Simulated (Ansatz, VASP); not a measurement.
# One calculation of Hf, two programs

The input INCAR:

```
ALGO = Normal
EDIFF = 1E-8
ENCUT = 520
GGA = PE
ISIF = 2
ISMEAR = -1
LASPH = T
LCHARG = F
LEFG = T
LREAL = F
LWAVE = F
NBANDS = 11
NELM = 80
PREC = Accurate
SIGMA = 0.03
```

KPOINTS

```
k-points
0
Gamma
  12 12 12
```

The input POSCAR:

```
Hf
1.0
    0.0000000000      2.2200000000      2.2200000000
    2.2200000000      0.0000000000      2.2200000000
    2.2200000000      2.2200000000      0.0000000000
Hf
1
Direct
    0.0000000000      0.0000000000      0.0000000000
```

Input for Ansatz:

```yaml
crystal:
  lattice:
    - [0.0, 2.22, 2.22]
    - [2.22, 0.0, 2.22]
    - [2.22, 2.22, 0.0]
  atoms:
    - { symbol: Hf, position: [0.0, 0.0, 0.0] }
kpoints:
  mp_grid: { grid: [12, 12, 12] }
scf:
  occupations: { method: fermi_dirac, width: 0.03 }
hamiltonian:
  xc: pbe
  pseudopotentials: { kind: paw }
output:
  forces: true
  stress: true
  eigenvalues: true
  efg: { contact_densities: true }
```

Alike in both runs: task electric field gradients; functional PBE; k mesh 12 × 12 × 12; occupations fermi-dirac, width 0.03 eV; no spin polarisation.

```csv
,VASP,Ansatz
version,VASP 6.6.1,Ansatz 0.2.0
potentials or method,"VASP PAW PBE potentials, release 64 (Hf_pv)","PAW with Ansatz's default frozen-core files, scalar-relativistic"
plane-wave cutoff (eV),520,420
valence electrons in the cell,10,26
```

```csv
,VASP,Ansatz,Ansatz less VASP
pressure (GPa),2.6,3.1,+0.46
```

VASP's potentials hold 10 valence electrons a cell and Ansatz's 26, so a difference there can come from the potentials and not from the codes.

Spin-orbit coupling is off throughout.
